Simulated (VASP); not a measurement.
SiO2, 6 atoms in the cell. It takes space group I-42d (No. 122, tetragonal). Conventional cell: a = 5.278 Å, b = 5.278 Å, c = 7.010 Å, α = 90.00°, β = 90.00°, γ = 90.00°. Within 2.2 Å of Si (site symmetry -4) lie 4 O at 1.66 Å. O (site symmetry 2) has 2 Si at 1.66 Å within 2.2 Å.  This cell differs from its parent crystal: strain +0.050 along x and y, -0.050 along z.

| Quantity | Value |
| --- | --- |
| Program | VASP 6.6.1 |
| Task | single point |
| Functional | PBE |
| Potentials or basis | VASP PAW PBE potentials, release 64 (Si, O) |
| Cutoff | 520 eV |
| k mesh | 6 × 6 × 6 |
| Occupations | gaussian, width 0.05 eV |
| Spin | no spin polarisation |
| Dipole correction | no |
| Further INCAR settings | ALGO = Normal; EDIFF = 1e-06; NBANDS = 25 |

Potentials or basis: VASP PAW PBE potentials, release 64 (Si, O).

Run with:

```bash
$ cat potpaw_PBE.64/Si/POTCAR potpaw_PBE.64/O/POTCAR > POTCAR
$ mpirun -np 1 vasp_std > vasp.out
```

Hardware: 1 thread of Intel Xeon 8259CL, on a shared host.

Problem. How long does it take, and how much memory?

Solution. Wall time 2.3 min on 1 thread of Intel Xeon 8259CL, with other jobs on the host, peak memory 0.25 GiB. Counts: scf iterations 14, k points 30.
